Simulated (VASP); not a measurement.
# Al (Fm-3m) in VASP: a series of runs

Al is run at these levels: BLYP; tasks: single point.

Everything below comes from runs of VASP 6.6.1. Logs are shortened: lines on timing, memory, paths and dates and some standing lists are left out, and cuts for length are marked.

### 1 The cell of the first run

Symmetry: Fm-3m, No. 225, cubic system. Conventional cell: a = 4.103 Å, b = 4.103 Å, c = 4.103 Å, α = 90.00°, β = 90.00°, γ = 90.00°. Within 3.8 Å of Al (site symmetry m-3m) lie 12 Al at 2.90 Å.

### 2 Single point, BLYP

INCAR

```
SYSTEM = Al
  AGGAC = 1.0
  AGGAX = 1.0
  ALDAC = 0.0
  ALDAX = 1.0
  ALGO = Normal
  EDIFF = 1E-6
  ENCUT = 520
  GGA = B5
  ISIF = 2
  ISMEAR = -1
  LASPH = .True.
  LCHARG = .True.
  LELF = .True.
  LREAL = .False.
  LVHAR = .True.
  LWAVE = .False.
  NBANDS = 8
  NELM = 80
  PREC = Accurate
  SIGMA = 0.05
```

KPOINTS

```
k-points
0
Gamma
  11 11 11
  0 0 0
```

POSCAR

```
Al
1.0
    0.0000000000      2.0514502267      2.0514502267
    2.0514502267      0.0000000000      2.0514502267
    2.0514502267      2.0514502267      0.0000000000
Al
1
Direct
    0.0000000000      0.0000000000      0.0000000000
```

Potentials or basis: VASP PAW PBE potentials, release 64 (Al).

Command:

```sh
cat potpaw_PBE.64/Al/POTCAR > POTCAR
mpirun -np 1 vasp_std > vasp.out
```

OUTCAR:

```text
SYSTEM = Al
   EDIFF = 1E-6
   ENCUT = 520
   GGA = B5
   ISIF = 2
   ISMEAR = -1
   LASPH = .True.
   LREAL = .False.
   NELM = 80
   PREC = Accurate

 ion  position               nearest neighbor table
   1  0.000  0.000  0.000-

  LATTYP: Found a face centered cubic cell.
 ALAT       =     4.1029004534

  Lattice vectors:

 A1 = (   0.0000000000,   2.0514502267,   2.0514502267)
 A2 = (   2.0514502267,   0.0000000000,   2.0514502267)
 A3 = (   2.0514502267,   2.0514502267,   0.0000000000)

Analysis of symmetry for initial positions (statically):
=====================================================================
 Subroutine PRICEL returns:
 Original cell was already a primitive cell.

 Routine SETGRP: Setting up the symmetry group for a
 face centered cubic supercell.

 Subroutine GETGRP returns: Found 48 space group operations
 (whereof 48 operations were pure point group operations)
 out of a pool of 48 trial point group operations.

The static configuration has the point symmetry O_h .

Analysis of symmetry for dynamics (positions and initial velocities):
=====================================================================
 Subroutine PRICEL returns:
 Original cell was already a primitive cell.

 Routine SETGRP: Setting up the symmetry group for a
 face centered cubic supercell.

 Subroutine GETGRP returns: Found 48 space group operations
 (whereof 48 operations were pure point group operations)
 out of a pool of 48 trial point group operations.

The dynamic configuration has the point symmetry O_h .

 Subroutine INISYM returns: Found 48 space group operations
 (whereof 48 operations are pure point group operations),
 and found     1 'primitive' translations

----------------------------------------------------------------------------------------

                                     Primitive cell

  volume of cell :      17.2668

  direct lattice vectors                    reciprocal lattice vectors
     0.000000000  2.051450227  2.051450227    -0.243730018  0.243730018  0.243730018
     2.051450227  0.000000000  2.051450227     0.243730018 -0.243730018  0.243730018
     2.051450227  2.051450227  0.000000000     0.243730018  0.243730018 -0.243730018

  length of vectors
     2.901188733  2.901188733  2.901188733     0.422152774  0.422152774  0.422152774

  position of ions in fractional coordinates (direct lattice)
     0.000000000  0.000000000  0.000000000

  ion indices of the primitive-cell ions
   primitive index   ion index
                 1           1

----------------------------------------------------------------------------------------

 KPOINTS: k-points

Automatic generation of k-mesh.
 Grid dimensions read from file:
 generate k-points for:   11   11   11

 Generating k-lattice:

  Cartesian coordinates                     Fractional coordinates (reciprocal lattice)
    -0.022157274  0.022157274  0.022157274     0.090909091  0.000000000  0.000000000
     0.022157274 -0.022157274  0.022157274     0.000000000  0.090909091  0.000000000
     0.022157274  0.022157274 -0.022157274     0.000000000  0.000000000  0.090909091

  Length of vectors
     0.038377525  0.038377525  0.038377525

  Shift w.r.t. Gamma in fractional coordinates (k-lattice)
     0.000000000  0.000000000  0.000000000

 Subroutine IBZKPT returns following result:
 ===========================================

 Found     56 irreducible k-points:

 Following reciprocal coordinates:
            Coordinates               Weight
  0.000000  0.000000  0.000000      1.000000
  0.090909  0.000000  0.000000      8.000000
  0.181818  0.000000  0.000000      8.000000
  0.272727  0.000000  0.000000      8.000000
  0.363636  0.000000  0.000000      8.000000
  0.454545  0.000000  0.000000      8.000000
[... 16 lines left out ...]
 -0.272727  0.181818  0.000000     24.000000
 -0.181818  0.181818  0.000000     12.000000
 [... further k-points ...]
   k-points           NKPTS =     56   k-points in BZ     NKDIM =     56   number of bands    NBANDS=      8
   number of dos      NEDOS =    301   number of ions     NIONS =      1
   total plane-waves  NPLWV =  13824
   dimension x,y,z NGX =    24 NGY =   24 NGZ =   24
   dimension x,y,z NGXF=    48 NGYF=   48 NGZF=   48
   ions per type =               1
   NGX,Y,Z   is equivalent  to a cutoff of  13.75, 13.75, 13.75 a.u.
   NGXF,Y,Z  is equivalent  to a cutoff of  27.51, 27.51, 27.51 a.u.
 SYSTEM =  Al
   PREC   = accura    normal or accurate (medium, high low for compatibility)
   ISTART =      0    job   : 0-new  1-cont  2-samecut
   ICHARG =      2    charge: 1-file 2-atom 10-const
   ISPIN  =      1    spin polarized calculation?
   LNONCOLLINEAR =      F non collinear calculations
   LSORBIT =      F    spin-orbit coupling
   LASPH  =      T    aspherical Exc in radial PAW
   ENCUT  =  520.0 eV  38.22 Ry    6.18 a.u.   5.39  5.39  5.39*2*pi/ulx,y,z
   NELM   =     80;   NELMIN=  2; NELMDL= -5     # of ELM steps
   EDIFF  = 0.1E-05   stopping-criterion for ELM
   LREAL  =      F    real-space projection
   EDIFFG = 0.1E-04   stopping-criterion for IOM
   NSW    =      0    number of steps for IOM
   IBRION =     -1    ionic relax: 0-MD 1-quasi-New 2-CG
   NFREE  =      0    steps in history (QN), initial steepest desc. (CG)
   ISIF   =      2    stress and relaxation
   ISYM   =      2    0-nonsym 1-usesym 2-fastsym
   POTIM  = 0.5000    time-step for ionic-motion
   TEBEG  =    0.0;   TEEND  =   0.0 temperature during run
   PSTRESS=    0.0 pullay stress
   NELECT =       3.0000    total number of electrons
   NUPDOWN=      -1.0000    fix difference up-down
   EMIN   =  10.00;   EMAX   =-10.00  energy-range for DOS
   EFERMI =   0.00;   METHOD = LEGACY
   ISMEAR =    -1;   SIGMA  =   0.05  broadening in eV -4-tet -1-fermi 0-gaus
   EFERMI_NEDOS =   21; number of points for ismear=-14 and -15
   IALGO  =     38    algorithm
   IMIX   =      4    mixing-type and parameters
     AMIX     =   0.40;   BMIX     =  1.00
     AMIX_MAG =   1.60;   BMIX_MAG =  1.00
  volume/ion in A,a.u.               =      17.27       116.52
  Fermi-wavevector in a.u.,A,eV,Ry     =   0.913505  1.726274 11.353945  0.834491
  Thomas-Fermi vector in A             =   2.038024
   LORBIT       =      0    0 simple, 1 ext, 2 COOP (PROOUT), +10 PAW based schemes
   GGA     = B5    functional components
   LHFCALC =     F    Hartree Fock is set to
   AEXX    =    0.0000 exact exchange contribution
   IVDW    =     0    specifies the selected vdW correction
   LEPSILON=     F    determine dielectric tensor
   LRPA    =     F    only Hartree local field effects (RPA)
 non-spin polarized calculation
  energy-cutoff  :      520.00
  volume of cell :       17.27
 maximum number of plane-waves:       483
 NGX is ok and might be reduce to    24
   NGX = 11   NGY = 11   NGZ = 11

 number of electron       3.0000000 magnetization

 Free energy of the ion-electron system (eV)
  ---------------------------------------------------
  ext. energy  EPLUGINS =         0.00000000
  ---------------------------------------------------
  free energy    TOTEN  =        -2.71417486 eV

  energy without entropy =       -2.71015056  energy(sigma->0) =       -2.71216271

 E-fermi :   8.0310     XC(G=0):  -9.5007

 val. band max:        7.7897856862   @ k =  -0.4545   0.4545   0.0909
 cond. band min:       8.0346740174   @ k =   0.4545   0.1818   0.0909
 fundamental gap:      0.2448883312
 Fermi energy:         8.0309785970

 k-point     1 :       0.0000    0.0000    0.0000
  band No.  band energies     occupation
      1      -2.7969      2.00000
      2      20.3384      0.00000
      3      20.3384      0.00000
      4      20.3384      0.00000
      5      21.3187      0.00000
      6      21.3187      0.00000
      7      21.3187      0.00000
      8      24.2820      0.00000

 k-point     2 :       0.0909    0.0000    0.0000
  band No.  band energies     occupation
      1      -2.5793      2.00000
      2      17.4014      0.00000
      3      19.5848      0.00000
      4      19.5848      0.00000
      5      22.2055      0.00000
      6      22.3781      0.00000
      7      22.3781      0.00000
      8      25.8110      0.00000

 k-point     3 :       0.1818    0.0000    0.0000
  band No.  band energies     occupation
      1      -1.9287      2.00000
      2      13.8604      0.00000
      3      18.8303      0.00000
      4      18.8303      0.00000
      5      22.0696      0.00000
      6      23.2128      0.00000
      7      23.2128      0.00000
      8      24.9766      0.00000

 k-point     4 :       0.2727    0.0000    0.0000
  band No.  band energies     occupation
      1      -0.8507      2.00000
      2      10.5302      0.00000
      3      18.4143      0.00000
      4      18.4143      0.00000
      5      21.8551      0.00000
      6      21.8551      0.00000
      7      21.9038      0.00000
      8      25.9834      0.00000

 k-point     5 :       0.3636    0.0000    0.0000
  band No.  band energies     occupation
      1       0.6455      2.00000
      2       7.5111      1.99994
      3      18.3536      0.00000
      4      18.3536      0.00000
      5      20.4974      0.00000
      6      20.4974      0.00000
      7      21.9855      0.00000
      8      24.5196      0.00000
[... 177 lines left out ...]
 k-point    22 :      -0.3636    0.1818    0.0000
  band No.  band energies     occupation
      1       2.6176      2.00000
      2       6.4029      2.00000
      3      12.5103      0.00000
      4      16.6884      0.00000
      5      18.6339      0.00000
      6      22.9542      0.00000
      7      25.4390      0.00000
      8      28.3586      0.00000

 k-point    23 :      -0.2727    0.1818    0.0000
  band No.  band energies     occupation
      1       0.8582      2.00000
      2       9.1238      0.00000
      3      12.3646      0.00000
      4      17.8579      0.00000
      5      19.8979      0.00000
      6      22.7642      0.00000
      7      25.0092      0.00000
      8      25.5631      0.00000

 k-point    24 :      -0.1818    0.1818    0.0000
  band No.  band energies     occupation
      1      -0.4930      2.00000
      2      11.7539      0.00000
      3      13.0365      0.00000
      4      19.3587      0.00000
      5      21.4726      0.00000
      6      22.5772      0.00000
      7      23.4608      0.00000
      8      24.3755      0.00000

 [... further k-points ...]

------------------------ aborting loop because EDIFF is reached ----------------------------------------

  FORCE on cell =-STRESS in cart. coord.  units (eV):
  Direction    XX          YY          ZZ          XY          YZ          ZX
  --------------------------------------------------------------------------------------
  -------------------------------------------------------------------------------------
  Total        0.0532523      0.0532523      0.0532523     -0.0000000     -0.0000000      0.0000000
  in kB        4.9412404      4.9412404      4.9412404     -0.0000000     -0.0000000      0.0000000
  external PRESSURE =       4.9412404 kB  Pullay stress =       0.0000000 kB

 VOLUME and BASIS-vectors are now :
 -----------------------------------------------------------------------------
  energy-cutoff  :      520.00
  volume of cell :       17.27
      direct lattice vectors                 reciprocal lattice vectors
     0.000000000  2.051450227  2.051450227    -0.243730018  0.243730018  0.243730018
     2.051450227  0.000000000  2.051450227     0.243730018 -0.243730018  0.243730018
     2.051450227  2.051450227  0.000000000     0.243730018  0.243730018 -0.243730018

 POSITION                                       TOTAL-FORCE (eV/Angst)
 -----------------------------------------------------------------------------------
      0.00000      0.00000      0.00000         0.000000      0.000000     -0.000000
 -----------------------------------------------------------------------------------
    total drift:                                0.000000      0.000000      0.000000

  FREE ENERGIE OF THE ION-ELECTRON SYSTEM (eV)
  ---------------------------------------------------
  free  energy   TOTEN  =        -2.7141748585 eV

  energy  without entropy=       -2.7101505594  energy(sigma->0) =       -2.71216271
```

It took 7.1 s on 1 thread of Intel Xeon 6975P-C, shared host; peak memory 0.13 GiB.

Results:

```yaml
Free_energy: -2.7142 eV
Pressure: 0.5 GPa
```

Caveat: the PAW data sets were made with another functional, which shifts forces and pressure a little.

### 3 Single point, BLYP

This run uses another cell than the first one, of 17.60 Å³/atom, 1.019 times its volume.

INCAR

```
SYSTEM = Al
PREC     = Accurate       ! precision mode
ENCUT    = 520            ! plane-wave cutoff, eV
EDIFF    = 1E-7           ! SCF threshold, eV
ISMEAR   = -1             ! smearing method
SIGMA    = 0.05           ! smearing width, eV
LREAL    = .FALSE.        ! projectors in reciprocal space
LASPH    = .TRUE.         ! aspherical terms in the spheres
NELM     = 80             ! most SCF steps
ALGO     = Fast           ! electronic algorithm
ISIF     = 2              ! what is computed and relaxed
LWAVE    = .FALSE.        ! write WAVECAR
LCHARG   = .FALSE.        ! write CHGCAR
GGA      = B5             ! functional
ALDAX    = 1.0          
AGGAX    = 1.0          
AGGAC    = 1.0          
ALDAC    = 0.0          
NBANDS   = 8              ! bands
```

KPOINTS

```
regular mesh
0
G
  11 11 11
  0 0 0
```

POSCAR

```
Al
1.0
    0.0000000000      2.0645171409      2.0645171409
    2.0645171409      0.0000000000      2.0645171409
    2.0645171409      2.0645171409      0.0000000000
Al
1
Direct
    0.0000000000      0.0000000000      0.0000000000
```

Potentials or basis: VASP PAW PBE potentials, release 64 (Al).

Command:

```sh
cat potpaw_PBE.64/Al/POTCAR > POTCAR
mpirun -np 1 vasp_std > vasp.out
```

Wall time 7.6 s (1 thread of Intel Xeon 6975P-C, shared host); peak memory 0.13 GiB.

Results (log left out):

- Free energy: -2.7140 eV
- Pressure: -0.6 GPa

Levels at points of the mesh, in eV from the Fermi level:
| k point | band 1 | band 2 | band 3 | band 4 | band 5 | band 6 |
| --- | --- | --- | --- | --- | --- | --- |
| (0.00, 0.00, 0.00) | -10.70 | 12.21 | 12.21 | 12.21 | 13.05 | 13.05 |

Caveat: the PAW data sets were made with another functional, which shifts forces and pressure a little.
